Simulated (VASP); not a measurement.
# AgCl (R-3m) in VASP: a series of runs, part 2 of 2

VASP 6.6.1. The steps go on from the part before.

### 3 Electric field gradients, PBEsol (equal xy, yz and zx shear strains of +1 %)

INCAR

```
SYSTEM = AgCl
PREC = Accurate
ENCUT = 520
EDIFF = 1E-8
ISMEAR = -1
SIGMA = 0.01
LREAL = .False.
LASPH = .True.
NELM = 80
ALGO = Normal
ISIF = 2
LWAVE = .False.
LCHARG = .False.
GGA = PS
LEFG = .True.
NBANDS = 16
```

KPOINTS

```
Automatic mesh
0
Gamma
  9 9 9
  0 0 0
```

POSCAR

```
AgCl
1.0
    3.4339730000      0.0171698650      0.0171698650
    0.0171698650      3.4339730000      0.0171698650
    0.0171698650      0.0171698650      3.4339730000
Ag Cl
1 1
Direct
    0.0000000000      0.0000000000      0.0000000000
    0.5000000000      0.5000000000      0.5000000000
```

Potentials or basis: VASP PAW PBE potentials, release 64 (Ag, Cl).

Started as:

```bash
cat potpaw_PBE.64/Ag/POTCAR potpaw_PBE.64/Cl/POTCAR > POTCAR
mpirun -np 1 vasp_std > vasp.out
```

OUTCAR:

```text
SYSTEM = AgCl
   PREC = Accurate
   ENCUT = 520
   EDIFF = 1E-8
   ISMEAR = -1
   LREAL = .False.
   LASPH = .True.
   NELM = 80
   ISIF = 2
   GGA = PS

 ion  position               nearest neighbor table
   1  0.000  0.000  0.000-   2 2.96   2 2.96   2 2.96   2 2.96   2 2.96   2 2.96   2 3.00   2 3.00

   2  0.500  0.500  0.500-   1 2.96   1 2.96   1 2.96   1 2.96   1 2.96   1 2.96   1 3.00   1 3.00

  LATTYP: Found a trigonal (rhomboedric) cell.
 ALAT       =     3.4340588483
 COS(alpha) =     0.0100244988

  Lattice vectors:

 A1 = (   3.4339730000,   0.0171698650,   0.0171698650)
 A2 = (   0.0171698650,   3.4339730000,   0.0171698650)
 A3 = (   0.0171698650,   0.0171698650,   3.4339730000)

Analysis of symmetry for initial positions (statically):
=====================================================================
 Subroutine PRICEL returns:
 Original cell was already a primitive cell.

 Routine SETGRP: Setting up the symmetry group for a
 trigonal (rhombohedral) supercell.

 Subroutine GETGRP returns: Found 12 space group operations
 (whereof 12 operations were pure point group operations)
 out of a pool of 12 trial point group operations.

The static configuration has the point symmetry D_3d.

Analysis of symmetry for dynamics (positions and initial velocities):
=====================================================================
 Subroutine PRICEL returns:
 Original cell was already a primitive cell.

 Routine SETGRP: Setting up the symmetry group for a
 trigonal (rhombohedral) supercell.

 Subroutine GETGRP returns: Found 12 space group operations
 (whereof 12 operations were pure point group operations)
 out of a pool of 12 trial point group operations.

The dynamic configuration has the point symmetry D_3d.

 Subroutine INISYM returns: Found 12 space group operations
 (whereof 12 operations are pure point group operations),
 and found     1 'primitive' translations

----------------------------------------------------------------------------------------

                                     Primitive cell

  volume of cell :      40.4910

  direct lattice vectors                    reciprocal lattice vectors
     3.433973000  0.017169865  0.017169865     0.291222369 -0.001448868 -0.001448868
     0.017169865  3.433973000  0.017169865    -0.001448868  0.291222369 -0.001448868
     0.017169865  0.017169865  3.433973000    -0.001448868 -0.001448868  0.291222369

  length of vectors
     3.434058848  3.434058848  3.434058848     0.291229578  0.291229578  0.291229578

  position of ions in fractional coordinates (direct lattice)
     0.000000000  0.000000000  0.000000000
     0.500000000  0.500000000  0.500000000

  ion indices of the primitive-cell ions
   primitive index   ion index
                 1           1
                 2           2

----------------------------------------------------------------------------------------
[... 76 lines left out ...]
   ISIF   =      2    stress and relaxation
   ISYM   =      2    0-nonsym 1-usesym 2-fastsym
   POTIM  = 0.5000    time-step for ionic-motion
   TEBEG  =    0.0;   TEEND  =   0.0 temperature during run
   PSTRESS=    0.0 pullay stress
   NELECT =      18.0000    total number of electrons
   NUPDOWN=      -1.0000    fix difference up-down
   EMIN   =  10.00;   EMAX   =-10.00  energy-range for DOS
   EFERMI =   0.00;   METHOD = LEGACY
   ISMEAR =    -1;   SIGMA  =   0.01  broadening in eV -4-tet -1-fermi 0-gaus
   EFERMI_NEDOS =   21; number of points for ismear=-14 and -15
   IALGO  =     38    algorithm
   IMIX   =      4    mixing-type and parameters
     AMIX     =   0.40;   BMIX     =  1.00
     AMIX_MAG =   1.60;   BMIX_MAG =  1.00
  volume/ion in A,a.u.               =      20.25       136.62
  Fermi-wavevector in a.u.,A,eV,Ry     =   1.249433  2.361086 21.239819  1.561083
  Thomas-Fermi vector in A             =   2.383474
   LORBIT       =      0    0 simple, 1 ext, 2 COOP (PROOUT), +10 PAW based schemes
   GGA     = PS    functional components
   LHFCALC =     F    Hartree Fock is set to
   AEXX    =    0.0000 exact exchange contribution
   IVDW    =     0    specifies the selected vdW correction
   LEPSILON=     F    determine dielectric tensor
   LRPA    =     F    only Hartree local field effects (RPA)
 non-spin polarized calculation
  energy-cutoff  :      520.00
  volume of cell :       40.49
 maximum number of plane-waves:      1102
 NGX is ok and might be reduce to    28
   NGX = 13   NGY = 13   NGZ = 13

 number of electron      18.0000003 magnetization

 Free energy of the ion-electron system (eV)
  ---------------------------------------------------
  ext. energy  EPLUGINS =         0.00000000
  ---------------------------------------------------
  free energy    TOTEN  =        -5.76541399 eV

  energy without entropy =       -5.76541399  energy(sigma->0) =       -5.76541399

 E-fermi :   3.9845     XC(G=0): -10.6177

 val. band max:        3.7881748014   @ k =   0.4444  -0.0000   0.0000
 cond. band min:       4.2028936100   @ k =   0.0000   0.0000   0.0000
 fundamental gap:      0.4147188086
 Fermi energy:         3.9844636111

 k-point     1 :       0.0000    0.0000    0.0000
  band No.  band energies     occupation
      1     -10.7829      2.00000
      2       1.0352      2.00000
      3       1.0352      2.00000
      4       1.9871      2.00000
      5       1.9871      2.00000
      6       2.0021      2.00000
[... 433 lines left out ...]
      3       0.1900      2.00000
      4       1.3151      2.00000
      5       1.6388      2.00000
      6       1.7077      2.00000
[... 8 lines left out ...]
     15      17.5214      0.00000
     16      19.6231      0.00000

 [... further k-points ...]

------------------------ aborting loop because EDIFF is reached ----------------------------------------

  FORCE on cell =-STRESS in cart. coord.  units (eV):
  Direction    XX          YY          ZZ          XY          YZ          ZX
  --------------------------------------------------------------------------------------
  -------------------------------------------------------------------------------------
  Total       -1.1840412     -1.1840412     -1.1840412      0.0386518      0.0386518      0.0386518
  in kB      -46.8510389    -46.8510389    -46.8510389      1.5294020      1.5294020      1.5294020
  external PRESSURE =     -46.8510389 kB  Pullay stress =       0.0000000 kB

 VOLUME and BASIS-vectors are now :
 -----------------------------------------------------------------------------
  energy-cutoff  :      520.00
  volume of cell :       40.49
      direct lattice vectors                 reciprocal lattice vectors
     3.433973000  0.017169865  0.017169865     0.291222369 -0.001448868 -0.001448868
     0.017169865  3.433973000  0.017169865    -0.001448868  0.291222369 -0.001448868
     0.017169865  0.017169865  3.433973000    -0.001448868 -0.001448868  0.291222369

 POSITION                                       TOTAL-FORCE (eV/Angst)
 -----------------------------------------------------------------------------------
      0.00000      0.00000      0.00000        -0.000000      0.000000      0.000000
      1.73416      1.73416      1.73416         0.000000     -0.000000      0.000000
 -----------------------------------------------------------------------------------
    total drift:                               -0.000000      0.000000      0.000000

  FREE ENERGIE OF THE ION-ELECTRON SYSTEM (eV)
  ---------------------------------------------------
  free  energy   TOTEN  =        -5.7654139882 eV

  energy  without entropy=       -5.7654139882  energy(sigma->0) =       -5.76541399

 Electric field gradients (V/A^2)
---------------------------------------------------------------------
 ion       V_xx      V_yy      V_zz      V_xy      V_xz      V_yz
---------------------------------------------------------------------
   1       0.000     0.000    -0.000     2.080     2.080     2.080
   2      -0.000    -0.000    -0.000    -3.411    -3.411    -3.411
---------------------------------------------------------------------

 Electric field gradients after diagonalization (V/A^2)
 (convention: |V_zz| > |V_xx| > |V_yy|)
----------------------------------------------------------------------
 ion       V_xx      V_yy      V_zz     asymmetry (V_yy - V_xx)/ V_zz
----------------------------------------------------------------------
   1      -2.080    -2.080     4.159       0.000
   2       3.411     3.411    -6.821       0.000
----------------------------------------------------------------------

           NMR quadrupolar parameters

 Cq : quadrupolar parameter    Cq=e*Q*V_zz/h
 eta: asymmetry parameters     (V_yy - V_xx)/ V_zz
 Q  : nuclear electric quadrupole moment in mb (millibarn)
----------------------------------------------------------------------
 ion       Cq(MHz)       eta       Q (mb)
----------------------------------------------------------------------
   1       0.010       0.000       1.000
   2      -0.016       0.000       1.000
----------------------------------------------------------------------
```

OSZICAR:

```text
N       E                     dE             d eps       ncg     rms          rms(c)
DAV:   1     0.990135277623E+02    0.99014E+02   -0.87040E+03  2760   0.102E+03
DAV:   2    -0.248062916093E+01   -0.10149E+03   -0.92711E+02  3464   0.223E+02
DAV:   3    -0.602004309714E+01   -0.35394E+01   -0.35314E+01  3256   0.438E+01
DAV:   4    -0.604311741563E+01   -0.23074E-01   -0.23073E-01  3488   0.386E+00
DAV:   5    -0.604338819134E+01   -0.27078E-03   -0.27077E-03  3344   0.408E-01    0.576E+00
DAV:   6    -0.577588725378E+01    0.26750E+00   -0.42312E-01  3368   0.925E+00    0.384E+00
DAV:   7    -0.576971289876E+01    0.61744E-02   -0.10116E-01  2896   0.208E+00    0.202E+00
DAV:   8    -0.576568698344E+01    0.40259E-02   -0.71128E-03  3416   0.822E-01    0.356E-01
DAV:   9    -0.576538500845E+01    0.30197E-03   -0.58038E-04  3536   0.390E-01    0.788E-02
DAV:  10    -0.576541265028E+01   -0.27642E-04   -0.99754E-05  3112   0.974E-02    0.331E-02
DAV:  11    -0.576541403752E+01   -0.13872E-05   -0.12529E-06  3568   0.930E-03    0.203E-03
DAV:  12    -0.576541397921E+01    0.58314E-07   -0.10463E-07  3344   0.315E-03    0.236E-03
DAV:  13    -0.576541398816E+01   -0.89537E-08   -0.35150E-08  3072   0.151E-03
   1 F= -.57654140E+01 E0= -.57654140E+01  d E =-.104901E-10
```

It took 48 s on 1 thread of Intel Xeon Platinum 8175M at 2.50GHz (Skylake/Cascade Lake), shared host; peak memory 0.19 GiB.

Results:

| Quantity | Value |
| --- | --- |
| Free energy | -5.7654 eV |
| Pressure | -4.7 GPa |
| Band gap on the k mesh | 0.41 eV (least direct gap 1.89 eV) |
| Largest electric field gradient by atom | Ag +4.2; Cl -6.8 V/Å² |

Stress tensor (GPa, compression positive):
```
-4.69  0.15  0.15
 0.15 -4.69  0.15
 0.15  0.15 -4.69
```

Electric field gradients, principal values (V/Å²):
```tsv
atom	least	middle	greatest (by size)
1 Ag	-2.080	-2.080	4.159
2 Cl	3.411	3.411	-6.821
```

Caveat: the cell differs from its parent crystal (equal xy, yz and zx shear strains of +1 %); the cell stands under tension; without QUAD_EFG the Cq values of the log hold for a quadrupole moment of 1 mb, not for the nuclei; the PAW data sets were made with another functional, which shifts forces and pressure a little; an odd mesh through Γ misses points on the zone boundary, where band edges can lie.

### 4 Electric field gradients, PBEsol (equal xy, yz and zx shear strains of +3 %)

INCAR

```
  ALGO = Normal
  EDIFF = 1E-8
  ENCUT = 520
  GGA = PS
  ISIF = 2
  ISMEAR = -1
  LASPH = True
  LCHARG = False
  LEFG = True
  LREAL = False
  LWAVE = False
  NBANDS = 16
  NELM = 80
  PREC = Accurate
  SIGMA = 0.01
```

KPOINTS

```
k-points
0
Gamma
  9 9 9
```

POSCAR

```
AgCl
1.0
    3.4339730000      0.0515095950      0.0515095950
    0.0515095950      3.4339730000      0.0515095950
    0.0515095950      0.0515095950      3.4339730000
Ag Cl
1 1
Direct
    0.0000000000      0.0000000000      0.0000000000
    0.5000000000      0.5000000000      0.5000000000
```

Potentials or basis: VASP PAW PBE potentials, release 64 (Ag, Cl).

Started as:

```bash
cat potpaw_PBE.64/Ag/POTCAR potpaw_PBE.64/Cl/POTCAR > POTCAR
mpirun -np 1 vasp_std > vasp.out
```

OUTCAR:

```text
EDIFF = 1E-8
   ENCUT = 520
   GGA = PS
   ISIF = 2
   ISMEAR = -1
   LASPH = True
   LREAL = False
   NELM = 80
   PREC = Accurate

 ion  position               nearest neighbor table
   1  0.000  0.000  0.000-   2 2.94   2 2.94   2 2.94   2 2.94   2 2.94   2 2.94   2 3.06   2 3.06

   2  0.500  0.500  0.500-   1 2.94   1 2.94   1 2.94   1 2.94   1 2.94   1 2.94   1 3.06   1 3.06

  LATTYP: Found a trigonal (rhomboedric) cell.
 ALAT       =     3.4347455570
 COS(alpha) =     0.0302114049

  Lattice vectors:

 A1 = (   3.4339730000,   0.0515095950,   0.0515095950)
 A2 = (   0.0515095950,   3.4339730000,   0.0515095950)
 A3 = (   0.0515095950,   0.0515095950,   3.4339730000)

[... 667 lines left out ...]
  free  energy   TOTEN  =        -5.7706432140 eV

  energy  without entropy=       -5.7706432139  energy(sigma->0) =       -5.77064321

 Electric field gradients (V/A^2)
---------------------------------------------------------------------
 ion       V_xx      V_yy      V_zz      V_xy      V_xz      V_yz
---------------------------------------------------------------------
   1       0.000     0.000    -0.000     5.904     5.904     5.904
   2      -0.000    -0.000     0.000    -9.744    -9.744    -9.744
---------------------------------------------------------------------

 Electric field gradients after diagonalization (V/A^2)
 (convention: |V_zz| > |V_xx| > |V_yy|)
----------------------------------------------------------------------
 ion       V_xx      V_yy      V_zz     asymmetry (V_yy - V_xx)/ V_zz
----------------------------------------------------------------------
   1      -5.904    -5.904    11.809       0.000
   2       9.744     9.744   -19.487       0.000
----------------------------------------------------------------------

           NMR quadrupolar parameters

 Cq : quadrupolar parameter    Cq=e*Q*V_zz/h
 eta: asymmetry parameters     (V_yy - V_xx)/ V_zz
 Q  : nuclear electric quadrupole moment in mb (millibarn)
----------------------------------------------------------------------
 ion       Cq(MHz)       eta       Q (mb)
----------------------------------------------------------------------
   1       0.029       0.000       1.000
   2      -0.047       0.000       1.000
----------------------------------------------------------------------
```

stdout:

```text
POSCAR found type information on POSCAR AgCl
 POSCAR found :  2 types and       2 ions
 scaLAPACK will be used
 -----------------------------------------------------------------------------
|                                                                             |
|                                                                             |
|     You enforced a specific xc type in the INCAR file but a different       |
|     I HOPE YOU KNOW WHAT YOU ARE DOING!                                     |
|                                                                             |
 -----------------------------------------------------------------------------

 LDA part: xc-table for (Slater+PW92), standard interpolation
 POSCAR, INCAR and KPOINTS ok, starting setup
 FFT: planning ... GRIDC
 FFT: planning ... GRID_SOFT
 FFT: planning ... GRID
 WAVECAR not read
 entering main loop
ion   1

ion   2
```

Run time: 50 s. Hardware: 1 thread of Intel Xeon Platinum 8175M at 2.50GHz (Skylake/Cascade Lake), shared host; peak memory 0.19 GiB.

What came out:

```
Free energy                             : -5.7706 eV
Pressure                                : -4.6 GPa
Band gap on the k mesh                  : 0.37 eV (least direct gap 1.83 eV)
Largest electric field gradient by atom : Ag +11.8; Cl -19.5 V/Å²
```

Electric field gradients, principal values (V/Å²):
```tsv
atom	least	middle	greatest (by size)
1 Ag	-5.904	-5.904	11.809
2 Cl	9.744	9.744	-19.487
```

Caveat: the cell differs from its parent crystal (equal xy, yz and zx shear strains of +3 %); the cell stands under tension; without QUAD_EFG the Cq values of the log hold for a quadrupole moment of 1 mb, not for the nuclei; the PAW data sets were made with another functional, which shifts forces and pressure a little; an odd mesh through Γ misses points on the zone boundary, where band edges can lie.

### 5 Summary

```tsv
cell	gap on the mesh (eV)	pressure (GPa)
a = 3.434 Å, angles 91.1°, 2 atoms	0.39	-4.7
a = 3.434 Å, angles 89.4°, 2 atoms	0.41	-4.7
a = 3.435 Å, angles 88.3°, 2 atoms	0.37	-4.6
```

Alike in all rows: task electric field gradients; level PBEsol; potentials or basis VASP PAW PBE potentials, release 64 (Ag, Cl); no spin polarisation; k mesh 9 × 9 × 9; cutoff (eV) 520; smearing fermi-dirac 0.01 eV.

Caveats: the cell stands under tension; the PAW data sets were made with another functional, which shifts forces and pressure a little; an odd mesh through Γ misses points on the zone boundary, where band edges can lie.

Absolute energies hang on the potentials; compare differences alone.
